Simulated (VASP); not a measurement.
# SiGe2 (P6/mmm) in VASP: further runs, part 2 of 2

VASP 6.6.1. The steps go on from the part before.

## 3. Relaxation of cell and atoms, PBE

This run uses another cell than the first one, of 18.82 Å³/atom.

INCAR

```
SYSTEM = SiGe2
ALGO = Normal
EDIFF = 1E-6
EDIFFG = -0.04
ENCUT = 600
GGA = PE
IBRION = 2
ISIF = 3
ISMEAR = 0
LASPH = .TRUE.
LCHARG = .FALSE.
LREAL = .FALSE.
LWAVE = .FALSE.
NELM = 100
NSW = 90
PREC = Accurate
SIGMA = 0.1
```

KPOINTS

```
k-points
0
G
  6 6 8
  0 0 0
```

POSCAR

```
SiGe2
1.0
    5.1383320996      0.0000000000      0.0000000000
   -2.5691660498      4.4499261313      0.0000000000
    0.0000000000      0.0000000000      2.4688163394
Si Ge
1 2
Direct
    0.0000000000      0.0000000000      0.5000000000
    0.3333333333      0.6666666667      0.5000000000
    0.6666666667      0.3333333333      0.5000000000
```

Potentials or basis: VASP PAW PBE potentials, release 64 (Si, Ge_d).

On the command line:

```console
$ cat potpaw_PBE.64/Si/POTCAR potpaw_PBE.64/Ge_d/POTCAR > POTCAR
$ mpirun -np 1 vasp_std > vasp.out
```

OUTCAR:

```text
SYSTEM = SiGe2
   EDIFF = 1E-6
   EDIFFG = -0.04
   ENCUT = 600
   GGA = PE
   IBRION = 2
   ISIF = 3
   ISMEAR = 0
   LASPH = .TRUE.
   LREAL = .FALSE.
   NELM = 100
   NSW = 90
   PREC = Accurate

 ion  position               nearest neighbor table
   1  0.000  0.000  0.500-   2 2.97   3 2.97   2 2.97   3 2.97   3 2.97   2 2.97
   2  0.333  0.667  0.500-   1 2.97   1 2.97   1 2.97
   3  0.667  0.333  0.500-   1 2.97   1 2.97   1 2.97

  LATTYP: Found a hexagonal cell.
 ALAT       =     5.1383320996
 C/A-ratio  =     0.4804703728

  Lattice vectors:

 A1 = (   5.1383320996,   0.0000000000,   0.0000000000)
 A2 = (  -2.5691660498,   4.4499261313,   0.0000000000)
 A3 = (   0.0000000000,   0.0000000000,   2.4688163394)

Analysis of symmetry for initial positions (statically):
=====================================================================
 Subroutine PRICEL returns:
 Original cell was already a primitive cell.

 Routine SETGRP: Setting up the symmetry group for a
 hexagonal supercell.

 Subroutine GETGRP returns: Found 24 space group operations
 (whereof 24 operations were pure point group operations)
 out of a pool of 24 trial point group operations.

The static configuration has the point symmetry D_6h.

Analysis of symmetry for dynamics (positions and initial velocities):
=====================================================================
 Subroutine PRICEL returns:
 Original cell was already a primitive cell.

 Routine SETGRP: Setting up the symmetry group for a
 hexagonal supercell.

 Subroutine GETGRP returns: Found 24 space group operations
 (whereof 24 operations were pure point group operations)
 out of a pool of 24 trial point group operations.

The dynamic configuration has the point symmetry D_6h.

 Subroutine INISYM returns: Found 24 space group operations
 (whereof 24 operations are pure point group operations),
 and found     1 'primitive' translations

----------------------------------------------------------------------------------------

                                     Primitive cell

  volume of cell :      56.4500

  direct lattice vectors                    reciprocal lattice vectors
     5.138332100  0.000000000  0.000000000     0.194615681  0.112361416  0.000000000
    -2.569166050  4.449926131  0.000000000     0.000000000  0.224722831  0.000000000
     0.000000000  0.000000000  2.468816339     0.000000000  0.000000000  0.405052407

  length of vectors
     5.138332100  5.138332100  2.468816339     0.224722831  0.224722831  0.405052407

  position of ions in fractional coordinates (direct lattice)
     0.000000000  0.000000000  0.500000000
     0.333333333  0.666666667  0.500000000
     0.666666667  0.333333333  0.500000000

  ion indices of the primitive-cell ions
   primitive index   ion index
                 1           1
                 2           2
                 3           3

----------------------------------------------------------------------------------------

 KPOINTS: k-points

Automatic generation of k-mesh.
[... 28 lines left out ...]
  0.333333  0.166667  0.000000     12.000000
[... 16 lines left out ...]
  0.166667  0.000000  0.375000     12.000000
  0.333333  0.000000  0.375000     12.000000
 [... further k-points ...]
   k-points           NKPTS =     35   k-points in BZ     NKDIM =     35   number of bands    NBANDS=     20
   number of dos      NEDOS =    301   number of ions     NIONS =      3
   total plane-waves  NPLWV =  35280
   dimension x,y,z NGX =    42 NGY =   42 NGZ =   20
   dimension x,y,z NGXF=    84 NGYF=   84 NGZF=   40
   ions per type =               1   2
   NGX,Y,Z   is equivalent  to a cutoff of  13.59, 13.59, 13.47 a.u.
   NGXF,Y,Z  is equivalent  to a cutoff of  27.18, 27.18, 26.94 a.u.
 SYSTEM =  SiGe2
   PREC   = accura    normal or accurate (medium, high low for compatibility)
   ISTART =      0    job   : 0-new  1-cont  2-samecut
   ICHARG =      2    charge: 1-file 2-atom 10-const
   ISPIN  =      1    spin polarized calculation?
   LNONCOLLINEAR =      F non collinear calculations
   LSORBIT =      F    spin-orbit coupling
   LASPH  =      T    aspherical Exc in radial PAW
   ENCUT  =  600.0 eV  44.10 Ry    6.64 a.u.  10.26 10.26  4.93*2*pi/ulx,y,z
   NELM   =    100;   NELMIN=  2; NELMDL= -5     # of ELM steps
   EDIFF  = 0.1E-05   stopping-criterion for ELM
   LREAL  =      F    real-space projection
   EDIFFG = -.4E-01   stopping-criterion for IOM
   NSW    =     90    number of steps for IOM
   IBRION =      2    ionic relax: 0-MD 1-quasi-New 2-CG
   NFREE  =      1    steps in history (QN), initial steepest desc. (CG)
   ISIF   =      3    stress and relaxation
   ISYM   =      2    0-nonsym 1-usesym 2-fastsym
   POTIM  = 0.5000    time-step for ionic-motion
   TEBEG  =    0.0;   TEEND  =   0.0 temperature during run
   PSTRESS=    0.0 pullay stress
   NELECT =      32.0000    total number of electrons
   NUPDOWN=      -1.0000    fix difference up-down
   EMIN   =  10.00;   EMAX   =-10.00  energy-range for DOS
   EFERMI =   0.00;   METHOD = LEGACY
   ISMEAR =     0;   SIGMA  =   0.10  broadening in eV -4-tet -1-fermi 0-gaus
   EFERMI_NEDOS =   21; number of points for ismear=-14 and -15
   IALGO  =     38    algorithm
   IMIX   =      4    mixing-type and parameters
     AMIX     =   0.40;   BMIX     =  1.00
     AMIX_MAG =   1.60;   BMIX_MAG =  1.00
  volume/ion in A,a.u.               =      18.82       126.98
  Fermi-wavevector in a.u.,A,eV,Ry     =   1.354889  2.560368 24.976527  1.835723
  Thomas-Fermi vector in A             =   2.482022
   LORBIT       =      0    0 simple, 1 ext, 2 COOP (PROOUT), +10 PAW based schemes
   GGA     = PE    functional components
   LHFCALC =     F    Hartree Fock is set to
   AEXX    =    0.0000 exact exchange contribution
   IVDW    =     0    specifies the selected vdW correction
   LEPSILON=     F    determine dielectric tensor
   LRPA    =     F    only Hartree local field effects (RPA)
 conjugate gradient relaxation of ions
 non-spin polarized calculation
 Gauss-broadening in eV      SIGMA  =   0.10
  energy-cutoff  :      600.00
  volume of cell :       56.45
 maximum number of plane-waves:      1906
 NGX is ok and might be reduce to    42
   NGX = 21   NGY = 21   NGZ =  9

--------------------------------------- Ionic step        1  -------------------------------------------

 number of electron      31.9999984 magnetization

 Free energy of the ion-electron system (eV)
  ---------------------------------------------------
  ext. energy  EPLUGINS =         0.00000000
  ---------------------------------------------------
  free energy    TOTEN  =       -13.22169139 eV

  energy without entropy =      -13.21115451  energy(sigma->0) =      -13.21642295

------------------------ aborting loop because EDIFF is reached ----------------------------------------

  FORCE on cell =-STRESS in cart. coord.  units (eV):
  Direction    XX          YY          ZZ          XY          YZ          ZX
  --------------------------------------------------------------------------------------
  -------------------------------------------------------------------------------------
  Total       -2.0798192     -2.0798192      1.4286067      0.0000000      0.0000000      0.0000000
  in kB      -59.0299487    -59.0299487     40.5470740      0.0000000      0.0000000      0.0000000
  external PRESSURE =     -25.8376078 kB  Pullay stress =       0.0000000 kB
[... 246 lines left out ...]
--------------------------------------- Ionic step        8  -------------------------------------------

 number of electron      31.9999970 magnetization

 Free energy of the ion-electron system (eV)
  ---------------------------------------------------
  ext. energy  EPLUGINS =         0.00000000
  ---------------------------------------------------
  free energy    TOTEN  =       -13.46850038 eV

  energy without entropy =      -13.46568088  energy(sigma->0) =      -13.46709063

 E-fermi :   7.3171     XC(G=0): -11.0750

 val. band max:        7.2912620235   @ k =   0.3333   0.0000   0.0000
 cond. band min:       7.3845028951   @ k =   0.1667   0.1667   0.3750
 fundamental gap:      0.0932408716
 Fermi energy:         7.3170797020

 k-point     1 :       0.0000    0.0000    0.0000
  band No.  band energies     occupation
      1     -17.5681      2.00000
      2     -17.5058      2.00000
      3     -17.4659      2.00000
      4     -17.4659      2.00000
      5     -17.4216      2.00000
      6     -17.4216      2.00000
[... 541 lines left out ...]
     19       9.5980      0.00000
     20      11.6814      0.00000

 [... further k-points ...]

------------------------ aborting loop because EDIFF is reached ----------------------------------------

  FORCE on cell =-STRESS in cart. coord.  units (eV):
  Direction    XX          YY          ZZ          XY          YZ          ZX
  --------------------------------------------------------------------------------------
  -------------------------------------------------------------------------------------
  Total        0.0451953      0.0451953      0.0519761      0.0000000      0.0000000      0.0000000
  in kB        1.3432149      1.3432149      1.5447416      0.0000000      0.0000000      0.0000000
  external PRESSURE =       1.4103904 kB  Pullay stress =       0.0000000 kB
[... 18 lines left out ...]
  FREE ENERGIE OF THE ION-ELECTRON SYSTEM (eV)
  ---------------------------------------------------
  free  energy   TOTEN  =       -13.4685003810 eV

  energy  without entropy=      -13.4656808779  energy(sigma->0) =      -13.46709063

 reached required accuracy - stopping structural energy minimisation
```

OSZICAR:

```text
N       E                     dE             d eps       ncg     rms          rms(c)
DAV:   1     0.213718324111E+03    0.21372E+03   -0.17548E+04  1480   0.431E+03
[... 77 lines left out ...]
DAV:   2    -0.136321387876E+02    0.47308E+00   -0.69186E-01  1852   0.159E+01    0.240E+00
DAV:   3    -0.134791490862E+02    0.15299E+00   -0.27509E-01  1824   0.886E+00    0.485E-01
DAV:   4    -0.134699091515E+02    0.92399E-02   -0.13414E-02  1740   0.188E+00    0.241E-01
DAV:   5    -0.134685003997E+02    0.14088E-02   -0.19008E-03  1740   0.746E-01    0.741E-02
DAV:   6    -0.134685172837E+02   -0.16884E-04   -0.16544E-04  1748   0.236E-01    0.215E-02
DAV:   7    -0.134685008813E+02    0.16402E-04   -0.30351E-05  1808   0.973E-02    0.511E-03
DAV:   8    -0.134685003810E+02    0.50022E-06   -0.17955E-06   916   0.219E-02
   8 F= -.13468500E+02 E0= -.13467091E+02  d E =-.335466E-01
```

CONTCAR:

```text
SiGe2
   1.00000000000000
     4.8342363716402650   -0.0000000000000000    0.0000000000000000
    -2.4171181858201325    4.1865715057110249    0.0000000000000000
     0.0000000000000000    0.0000000000000000    2.6636161474032320
  Si              Ge
     1     2
Direct
     0.0000000000000000    0.0000000000000000    0.5000000000000000
     0.3333333332999970    0.6666666667000030    0.5000000000000000
     0.6666666667000030    0.3333333332999970    0.5000000000000000

  0.00000000E+00  0.00000000E+00  0.00000000E+00
  0.00000000E+00  0.00000000E+00  0.00000000E+00
  0.00000000E+00  0.00000000E+00  0.00000000E+00
```

It took 1.8 min on 1 thread of Intel Xeon 6975P-C (Granite Rapids), shared host; peak memory 0.22 GiB.

Results:

- Free energy: -13.4685 eV
- Relaxed volume: 17.97 Å³/atom
- Relaxed cell: a = 4.834 Å, b = 4.834 Å, c = 2.664 Å, α = 90.00°, β = 90.00°, γ = 120.00°
- Space group after relaxing (to 0.1 Å): P6/mmm (No. 191)
- Energy gained by relaxing: 82.3 meV/atom
- Ionic steps: 8
- Pressure after relaxing: 0.1 GPa

The path:
```tsv
step	energy change (eV)	largest force (eV/Å)	pressure (GPa)	volume (Å³)
1	0.0000	0.0000	-2.58	56.45
2	-0.1152	0.0000	0.46	53.95
3	-0.1266	0.0000	8.29	49.58
4	-0.1749	0.0000	2.36	52.42
5	-0.1965	0.0000	5.04	51.01
6	-0.1713	0.0000	3.21	52.39
7	-0.2133	0.0000	4.19	51.50
8	-0.2468	0.0000	0.14	53.91
```

Final structure:
```
Si Ge
1.0
     4.83424    0.00000    0.00000
    -2.41712    4.18657    0.00000
     0.00000    0.00000    2.66362
Si Ge
1 2
Direct
  0.00000 0.00000 0.50000
  0.33333 0.66667 0.50000
  0.66667 0.33333 0.50000
```

Levels at points of the mesh, in eV from the Fermi level:
| k point | band 13 | band 14 | band 15 | band 16 | band 17 | band 18 | band 19 | band 20 |
| --- | --- | --- | --- | --- | --- | --- | --- | --- |
| (0.00, 0.00, 0.00) | -6.20 | -3.82 | -3.82 | -3.67 | -3.67 | 6.31 | 8.79 | 8.79 |
| (0.50, 0.00, 0.00) | -7.83 | -5.91 | 0.65 | 0.73 | 2.27 | 2.59 | 4.38 | 7.56 |
| (0.00, 0.00, 0.50) | -2.33 | -1.43 | -1.05 | -1.03 | -0.71 | -0.71 | -0.60 | -0.60 |
| (0.50, 0.00, 0.50) | -4.37 | -4.25 | -3.47 | -2.81 | -1.94 | 2.77 | 4.28 | 4.76 |

Caveat: the highest band is partly filled, so the run has too few bands.
